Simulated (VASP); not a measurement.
Input of a VASP 6.6.1 run:

INCAR

```
PREC = Accurate
ENCUT = 520
EDIFF = 1E-6
ISMEAR = 0
SIGMA = 0.05
LREAL = False
LASPH = True
NELM = 60
ALGO = Normal
ISIF = 2
LWAVE = False
LCHARG = False
GGA = PS
NBANDS = 16
```

Contents of KPOINTS:

```
regular mesh
0
Gamma
  9 9 6
```

Contents of POSCAR:

```
AlN
1.0
    3.2618000000      0.0000000000      0.0000000000
   -1.6309000000      2.8248016620      0.0000000000
    0.0000000000      0.0000000000      4.0572000000
Al N
2 2
Direct
    0.3333333333      0.6666666667      0.7500000000
    0.6666666667      0.3333333333      0.2500000000
    0.3333333333      0.6666666667      0.2500000000
    0.6666666667      0.3333333333      0.7500000000
```

Potentials or basis: VASP PAW PBE potentials, release 64 (Al, N).

The run is started by

```sh
$ cat potpaw_PBE.64/Al/POTCAR potpaw_PBE.64/N/POTCAR > POTCAR
$ mpirun -np 1 vasp_std > vasp.out
```

(1) Estimate the pressure.

(2) What does it give for the band gap on the k mesh?

Results:

(1) 10.3 GPa.

(2) 3.68 eV, direct.

Caveat: the PAW data sets were made with another functional, which shifts forces and pressure a little.
